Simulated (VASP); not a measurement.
# GaSb (F-43m) in VASP: notebook, part 2 of 3

VASP 6.6.1. The steps go on from the part before.

**3. Single point, HSE06**

POSCAR reads:

```
GaSb
1.0
    0.0000000000      3.0658788003      3.0658788003
    3.0658788003      0.0000000000      3.0658788003
    3.0658788003      3.0658788003      0.0000000000
Ga Sb
1 1
Direct
    0.0000000000      0.0000000000      0.0000000000
    0.2500000000      0.2500000000      0.2500000000
```

INCAR.step1 reads:

```
SYSTEM = GaSb
ALGO     = Normal         ! electronic algorithm
EDIFF    = 1E-5           ! SCF threshold, eV
ENCUT    = 520            ! plane-wave cutoff, eV
GGA      = PE             ! functional
ISIF     = 2              ! what is computed and relaxed
ISMEAR   = -1             ! smearing method
LASPH    = .TRUE.         ! aspherical terms in the spheres
LCHARG   = .FALSE.        ! write CHGCAR
LREAL    = .FALSE.        ! projectors in reciprocal space
LWAVE    = .TRUE.         ! write WAVECAR
NBANDS   = 16             ! bands
NELM     = 60             ! most SCF steps
PREC     = Accurate       ! precision mode
SIGMA    = 0.02           ! smearing width, eV
```

INCAR.step2 reads:

```
SYSTEM = GaSb
ALGO     = Normal         ! electronic algorithm
EDIFF    = 1E-6           ! SCF threshold, eV
ENCUT    = 520            ! plane-wave cutoff, eV
GGA      = PE             ! functional
HFSCREEN = 0.2079         ! screening, 1/A
ISIF     = 2              ! what is computed and relaxed
ISMEAR   = -1             ! smearing method
ISTART   = 1            
LASPH    = .TRUE.         ! aspherical terms in the spheres
LCHARG   = .FALSE.        ! write CHGCAR
LHFCALC  = .TRUE.         ! exact exchange
LREAL    = .FALSE.        ! projectors in reciprocal space
LWAVE    = .FALSE.        ! write WAVECAR
NBANDS   = 16             ! bands
NELM     = 60             ! most SCF steps
PREC     = Accurate       ! precision mode
PRECFOCK = Normal       
SIGMA    = 0.02           ! smearing width, eV
```

KPOINTS reads:

```
k-points
0
G
  4 4 4
  0 0 0
```

Potentials or basis: VASP PAW PBE potentials, release 64 (Ga_d, Sb).

Command:

```sh
cat potpaw_PBE.64/Ga_d/POTCAR potpaw_PBE.64/Sb/POTCAR > POTCAR
cp INCAR.step1 INCAR
mpirun -np 1 vasp_std > vasp.out
cp INCAR.step2 INCAR
mpirun -np 1 vasp_std > vasp.out
```

OUTCAR:

```text
SYSTEM = GaSb
   EDIFF = 1E-6
   ENCUT = 520
   GGA = PE
   HFSCREEN = 0.2079
   ISIF = 2
   ISMEAR = -1
   ISTART = 1
   LASPH = .TRUE.
   LHFCALC = .TRUE.
   LREAL = .FALSE.
   NELM = 60
   PREC = Accurate
   PRECFOCK = Normal

 ion  position               nearest neighbor table
   1  0.000  0.000  0.000-   2 2.66   2 2.66   2 2.66   2 2.66
   2  0.250  0.250  0.250-   1 2.66   1 2.66   1 2.66   1 2.66

  LATTYP: Found a face centered cubic cell.
 ALAT       =     6.1317576006

  Lattice vectors:

 A1 = (   0.0000000000,   3.0658788003,   3.0658788003)
 A2 = (   3.0658788003,   0.0000000000,   3.0658788003)
 A3 = (   3.0658788003,   3.0658788003,   0.0000000000)

Analysis of symmetry for initial positions (statically):
=====================================================================
 Subroutine PRICEL returns:
 Original cell was already a primitive cell.

 Routine SETGRP: Setting up the symmetry group for a
 face centered cubic supercell.

 Subroutine GETGRP returns: Found 24 space group operations
 (whereof 24 operations were pure point group operations)
[... 151 lines left out ...]

  energy without entropy =       -8.78189434  energy(sigma->0) =       -8.78189434

 E-fermi :   4.8591     XC(G=0):  -7.5368

 val. band max:        4.4101721517   @ k =   0.0000   0.0000   0.0000
 cond. band min:       5.2553264595   @ k =   0.0000   0.0000   0.0000
 fundamental gap:      0.8451543077
 Fermi energy:         4.8591439789

 k-point     1 :       0.0000    0.0000    0.0000
  band No.  band energies     occupation
      1     -13.2470      2.00000
      2     -13.2470      2.00000
      3     -13.2470      2.00000
      4     -13.1963      2.00000
      5     -13.1963      2.00000
      6      -8.0676      2.00000
[... 129 lines left out ...]
      3     -13.2265      2.00000
      4     -13.2016      2.00000
      5     -13.1960      2.00000
      6      -5.3178      2.00000
[... 8 lines left out ...]
     15      15.5118      0.00000
     16      16.9050      0.00000

------------------------ aborting loop because EDIFF is reached ----------------------------------------

  FORCE on cell =-STRESS in cart. coord.  units (eV):
  Direction    XX          YY          ZZ          XY          YZ          ZX
  --------------------------------------------------------------------------------------
  -------------------------------------------------------------------------------------
  Total       -0.0311974     -0.0311974     -0.0311974     -0.0000000      0.0000000      0.0000000
  in kB       -0.8672302     -0.8672302     -0.8672302     -0.0000000      0.0000000      0.0000000
  external PRESSURE =      -0.8672302 kB  Pullay stress =       0.0000000 kB

 VOLUME and BASIS-vectors are now :
 -----------------------------------------------------------------------------
  energy-cutoff  :      520.00
  volume of cell :       57.64
      direct lattice vectors                 reciprocal lattice vectors
     0.000000000  3.065878800  3.065878800    -0.163085377  0.163085377  0.163085377
     3.065878800  0.000000000  3.065878800     0.163085377 -0.163085377  0.163085377
     3.065878800  3.065878800  0.000000000     0.163085377  0.163085377 -0.163085377

 POSITION                                       TOTAL-FORCE (eV/Angst)
 -----------------------------------------------------------------------------------
      0.00000      0.00000      0.00000        -0.000000     -0.000000     -0.000000
      1.53294      1.53294      1.53294         0.000000      0.000000      0.000000
 -----------------------------------------------------------------------------------
    total drift:                                0.000014     -0.000017      0.000000

  FREE ENERGIE OF THE ION-ELECTRON SYSTEM (eV)
  ---------------------------------------------------
  free  energy   TOTEN  =        -8.7818943365 eV

  energy  without entropy=       -8.7818943364  energy(sigma->0) =       -8.78189434
```

Run time: 9.9 min. Hardware: 1 thread of Intel Xeon 6975P-C (Granite Rapids), shared host; peak memory 0.29 GiB.

What came out:

| Item | Value |
| --- | --- |
| Free energy | -8.7819 eV |
| Pressure | -0.1 GPa |
| Band gap on the k mesh | 0.85 eV |

Caveat: the k points lie up to 0.44 Å⁻¹ apart; the PAW data sets were made with another functional, which shifts forces and pressure a little; spin-orbit coupling is left out, which moves the levels of the heavy elements.

**4. Single point, PBE-based global hybrid with 75 % exact exchange**

POSCAR is that of step 3.

INCAR.step1 reads:

```
ALGO = Normal
EDIFF = 1E-5
ENCUT = 520
GGA = PE
ISIF = 2
ISMEAR = -1
LASPH = True
LCHARG = False
LREAL = False
LWAVE = True
NBANDS = 16
NELM = 80
PREC = Accurate
SIGMA = 0.02
```

INCAR.step2 reads:

```
AEXX = 0.75
ALGO = Normal
EDIFF = 1E-6
ENCUT = 520
GGA = PE
ISIF = 2
ISMEAR = -1
ISTART = 1
LASPH = True
LCHARG = False
LHFCALC = True
LREAL = False
LWAVE = False
NBANDS = 16
NELM = 80
PREC = Accurate
PRECFOCK = Normal
SIGMA = 0.02
```

KPOINTS reads:

```
k-points
0
Gamma
  4 4 4
```

Potentials or basis: VASP PAW PBE potentials, release 64 (Ga_d, Sb).

Command:

```sh
cat potpaw_PBE.64/Ga_d/POTCAR potpaw_PBE.64/Sb/POTCAR > POTCAR
cp INCAR.step1 INCAR
mpirun -np 1 vasp_std > vasp.out
cp INCAR.step2 INCAR
mpirun -np 1 vasp_std > vasp.out
```

OUTCAR:

```text
AEXX = 0.75
   EDIFF = 1E-6
   ENCUT = 520
   GGA = PE
   ISIF = 2
   ISMEAR = -1
   ISTART = 1
   LASPH = True
   LHFCALC = True
   LREAL = False
   NELM = 80
   PREC = Accurate
   PRECFOCK = Normal

 ion  position               nearest neighbor table
   1  0.000  0.000  0.000-   2 2.66   2 2.66   2 2.66   2 2.66
   2  0.250  0.250  0.250-   1 2.66   1 2.66   1 2.66   1 2.66

  LATTYP: Found a face centered cubic cell.
 ALAT       =     6.1317576006

  Lattice vectors:

 A1 = (   0.0000000000,   3.0658788003,   3.0658788003)
 A2 = (   3.0658788003,   0.0000000000,   3.0658788003)
 A3 = (   3.0658788003,   3.0658788003,   0.0000000000)

Analysis of symmetry for initial positions (statically):
=====================================================================
 Subroutine PRICEL returns:
 Original cell was already a primitive cell.

 Routine SETGRP: Setting up the symmetry group for a
 face centered cubic supercell.

 Subroutine GETGRP returns: Found 24 space group operations
 (whereof 24 operations were pure point group operations)
 out of a pool of 48 trial point group operations.

The static configuration has the point symmetry T_d .

Analysis of symmetry for dynamics (positions and initial velocities):
=====================================================================
 Subroutine PRICEL returns:
 Original cell was already a primitive cell.

 Routine SETGRP: Setting up the symmetry group for a
 face centered cubic supercell.

 Subroutine GETGRP returns: Found 24 space group operations
 (whereof 24 operations were pure point group operations)
 out of a pool of 48 trial point group operations.

The dynamic configuration has the point symmetry T_d .

 Subroutine INISYM returns: Found 24 space group operations
 (whereof 24 operations are pure point group operations),
 and found     1 'primitive' translations

----------------------------------------------------------------------------------------

                                     Primitive cell

  volume of cell :      57.6361

  direct lattice vectors                    reciprocal lattice vectors
     0.000000000  3.065878800  3.065878800    -0.163085377  0.163085377  0.163085377
     3.065878800  0.000000000  3.065878800     0.163085377 -0.163085377  0.163085377
     3.065878800  3.065878800  0.000000000     0.163085377  0.163085377 -0.163085377

  length of vectors
     4.335807380  4.335807380  4.335807380     0.282472159  0.282472159  0.282472159

  position of ions in fractional coordinates (direct lattice)
     0.000000000  0.000000000  0.000000000
     0.250000000  0.250000000  0.250000000

  ion indices of the primitive-cell ions
   primitive index   ion index
                 1           1
                 2           2

----------------------------------------------------------------------------------------

 KPOINTS: k-points

Automatic generation of k-mesh.
 Grid dimensions read from file:
 generate k-points for:    4    4    4

 Generating k-lattice:

  Cartesian coordinates                     Fractional coordinates (reciprocal lattice)
    -0.040771344  0.040771344  0.040771344     0.250000000  0.000000000  0.000000000
     0.040771344 -0.040771344  0.040771344     0.000000000  0.250000000  0.000000000
     0.040771344  0.040771344 -0.040771344     0.000000000  0.000000000  0.250000000

  Length of vectors
     0.070618040  0.070618040  0.070618040

  Shift w.r.t. Gamma in fractional coordinates (k-lattice)
     0.000000000  0.000000000  0.000000000

 Subroutine IBZKPT returns following result:
 ===========================================

 Found      8 irreducible k-points:

 Following reciprocal coordinates:
            Coordinates               Weight
  0.000000  0.000000  0.000000      1.000000
  0.250000  0.000000  0.000000      8.000000
  0.500000  0.000000  0.000000      4.000000
  0.250000  0.250000  0.000000      6.000000
  0.500000  0.250000  0.000000     24.000000
 -0.250000  0.250000  0.000000     12.000000
  0.500000  0.500000  0.000000      3.000000
 -0.250000  0.500000  0.250000      6.000000
   k-points           NKPTS =      8   k-points in BZ     NKDIM =     64   number of bands    NBANDS=     16
   number of dos      NEDOS =    301   number of ions     NIONS =      2
   total plane-waves  NPLWV =  32768
   dimension x,y,z NGX =    32 NGY =   32 NGZ =   32
   dimension x,y,z NGXF=    64 NGYF=   64 NGZF=   64
   ions per type =               1   1
   NGX,Y,Z   is equivalent  to a cutoff of  12.27, 12.27, 12.27 a.u.
   NGXF,Y,Z  is equivalent  to a cutoff of  24.54, 24.54, 24.54 a.u.
 SYSTEM =  unknown system
   PREC   = accura    normal or accurate (medium, high low for compatibility)
   ISTART =      1    job   : 0-new  1-cont  2-samecut
   ICHARG =      0    charge: 1-file 2-atom 10-const
   ISPIN  =      1    spin polarized calculation?
   LNONCOLLINEAR =      F non collinear calculations
   LSORBIT =      F    spin-orbit coupling
   LASPH  =      T    aspherical Exc in radial PAW
   ENCUT  =  520.0 eV  38.22 Ry    6.18 a.u.   8.06  8.06  8.06*2*pi/ulx,y,z
   NELM   =     80;   NELMIN=  2; NELMDL=  0     # of ELM steps
   EDIFF  = 0.1E-05   stopping-criterion for ELM
   LREAL  =      F    real-space projection
   EDIFFG = 0.1E-04   stopping-criterion for IOM
   NSW    =      0    number of steps for IOM
   IBRION =     -1    ionic relax: 0-MD 1-quasi-New 2-CG
   NFREE  =      0    steps in history (QN), initial steepest desc. (CG)
   ISIF   =      2    stress and relaxation
   ISYM   =      3    0-nonsym 1-usesym 2-fastsym
   POTIM  = 0.5000    time-step for ionic-motion
   TEBEG  =    0.0;   TEEND  =   0.0 temperature during run
   PSTRESS=    0.0 pullay stress
   NELECT =      18.0000    total number of electrons
   NUPDOWN=      -1.0000    fix difference up-down
   EMIN   =  10.00;   EMAX   =-10.00  energy-range for DOS
   EFERMI =   0.00;   METHOD = LEGACY
   ISMEAR =    -1;   SIGMA  =   0.02  broadening in eV -4-tet -1-fermi 0-gaus
   EFERMI_NEDOS =   21; number of points for ismear=-14 and -15
   IALGO  =     38    algorithm
   IMIX   =      1    mixing-type and parameters
     AMIX     =   0.40;   BMIX     =  1.00
     AMIX_MAG =   1.60;   BMIX_MAG =  1.00
  volume/ion in A,a.u.               =      28.82       194.47
  Fermi-wavevector in a.u.,A,eV,Ry     =   1.110710  2.098938 16.785191  1.233677
  Thomas-Fermi vector in A             =   2.247265
   LORBIT       =      0    0 simple, 1 ext, 2 COOP (PROOUT), +10 PAW based schemes
   GGA     = PE    functional components
   LHFCALC =     T    Hartree Fock is set to
   PRECFOCK=normal    Normal, Fast or Accurate (Low or Medium for compatibility)
   ENCUT4O =  -1.0   cutoff for four orbital integrals eV
   NKREDX  =     1    reduce k-point grid by
   NKREDY  =     1    reduce k-point grid by
   NKREDZ  =     1    reduce k-point grid by
   AEXX    =    0.7500 exact exchange contribution
   HFSCREEN=    0.0000 screening length (either q_TF or 0.3 A-1)
   HFSCREENC=   0.0000 screening length for correlation (either q_TF or 0.3 A-1)
   ENCUTFOCK=  -1.0 apply spherical cutoff to Coloumb kernel
   IVDW    =     0    specifies the selected vdW correction
   LEPSILON=     F    determine dielectric tensor
   LRPA    =     F    only Hartree local field effects (RPA)
 non-spin polarized calculation
  energy-cutoff  :      520.00
  volume of cell :       57.64
 maximum number of plane-waves:      1572
  NGX = 28; NGY = 28; NGZ = 28

 number of electron      17.9999989 magnetization

 Free energy of the ion-electron system (eV)
  ---------------------------------------------------
  ext. energy  EPLUGINS =         0.00000000
  ---------------------------------------------------
  free energy    TOTEN  =       -20.03846250 eV

  energy without entropy =      -20.03846250  energy(sigma->0) =      -20.03846250

 E-fermi :   1.6072     XC(G=0):  -3.3633

 val. band max:        1.1710452934   @ k =   0.0000   0.0000   0.0000
 cond. band min:       7.2018056878   @ k =   0.5000   0.5000   0.0000
 fundamental gap:      6.0307603944
 Fermi energy:         1.6071783452

 k-point     1 :       0.0000    0.0000    0.0000
  band No.  band energies     occupation
      1     -21.3196      2.00000
      2     -21.3196      2.00000
      3     -21.3196      2.00000
      4     -21.2582      2.00000
      5     -21.2582      2.00000
      6     -11.9586      2.00000
[... 129 lines left out ...]
      3     -21.3008      2.00000
      4     -21.2627      2.00000
      5     -21.2584      2.00000
      6      -8.4417      2.00000
[... 8 lines left out ...]
     15      18.0078      0.00000
     16      19.1801      0.00000

------------------------ aborting loop because EDIFF is reached ----------------------------------------

  FORCE on cell =-STRESS in cart. coord.  units (eV):
  Direction    XX          YY          ZZ          XY          YZ          ZX
  --------------------------------------------------------------------------------------
  -------------------------------------------------------------------------------------
  Total       -4.0880897     -4.0880897     -4.0880897      0.0000000      0.0000000      0.0000000
  in kB     -113.6412645   -113.6412645   -113.6412645      0.0000000      0.0000000      0.0000000
  external PRESSURE =    -113.6412645 kB  Pullay stress =       0.0000000 kB

 VOLUME and BASIS-vectors are now :
 -----------------------------------------------------------------------------
  energy-cutoff  :      520.00
  volume of cell :       57.64
      direct lattice vectors                 reciprocal lattice vectors
     0.000000000  3.065878800  3.065878800    -0.163085377  0.163085377  0.163085377
     3.065878800  0.000000000  3.065878800     0.163085377 -0.163085377  0.163085377
     3.065878800  3.065878800  0.000000000     0.163085377  0.163085377 -0.163085377

 POSITION                                       TOTAL-FORCE (eV/Angst)
 -----------------------------------------------------------------------------------
      0.00000      0.00000      0.00000        -0.000000     -0.000000     -0.000000
      1.53294      1.53294      1.53294         0.000000      0.000000      0.000000
 -----------------------------------------------------------------------------------
    total drift:                                0.000011     -0.000056     -0.000006

  FREE ENERGIE OF THE ION-ELECTRON SYSTEM (eV)
  ---------------------------------------------------
  free  energy   TOTEN  =       -20.0384624984 eV

  energy  without entropy=      -20.0384624984  energy(sigma->0) =      -20.03846250
```

OSZICAR.step1:

```text
N       E                     dE             d eps       ncg     rms          rms(c)
DAV:   1     0.893893328654E+02    0.89389E+02   -0.87647E+03   256   0.138E+03
DAV:   2     0.144013076980E+00   -0.89245E+02   -0.86332E+02   312   0.322E+02
DAV:   3    -0.708855553497E+01   -0.72326E+01   -0.72150E+01   304   0.685E+01
DAV:   4    -0.722357613517E+01   -0.13502E+00   -0.13500E+00   344   0.104E+01
DAV:   5    -0.722591041013E+01   -0.23343E-02   -0.23342E-02   304   0.124E+00    0.323E+00
DAV:   6    -0.717450259646E+01    0.51408E-01   -0.75205E-02   384   0.409E+00    0.192E+00
DAV:   7    -0.716027605885E+01    0.14227E-01   -0.43830E-02   304   0.147E+00    0.428E-01
DAV:   8    -0.716190739177E+01   -0.16313E-02   -0.47888E-03   336   0.677E-01    0.988E-02
DAV:   9    -0.716256873803E+01   -0.66135E-03   -0.81145E-04   288   0.207E-01    0.314E-02
DAV:  10    -0.716264060873E+01   -0.71871E-04   -0.70677E-05   336   0.511E-02    0.875E-03
DAV:  11    -0.716266139914E+01   -0.20790E-04   -0.30798E-05   288   0.468E-02    0.724E-03
DAV:  12    -0.716266277143E+01   -0.13723E-05   -0.26213E-06   272   0.122E-02
   1 F= -.71626628E+01 E0= -.71619697E+01  d E =-.138622E-02
```

Wall time 9.9 min (1 thread of Intel Xeon 6975P-C (Granite Rapids), shared host); peak memory 0.19 GiB.

Results:

| Item | Value |
| --- | --- |
| Free energy | -20.0385 eV |
| Pressure | -11.4 GPa |
| Band gap on the k mesh | 6.03 eV (least direct gap 6.62 eV) |

Caveat: the k points lie up to 0.44 Å⁻¹ apart; the PAW data sets were made with another functional, which shifts forces and pressure a little; spin-orbit coupling is left out, which moves the levels of the heavy elements. A k mesh can miss the band edges.

[end of part 2 of 3]
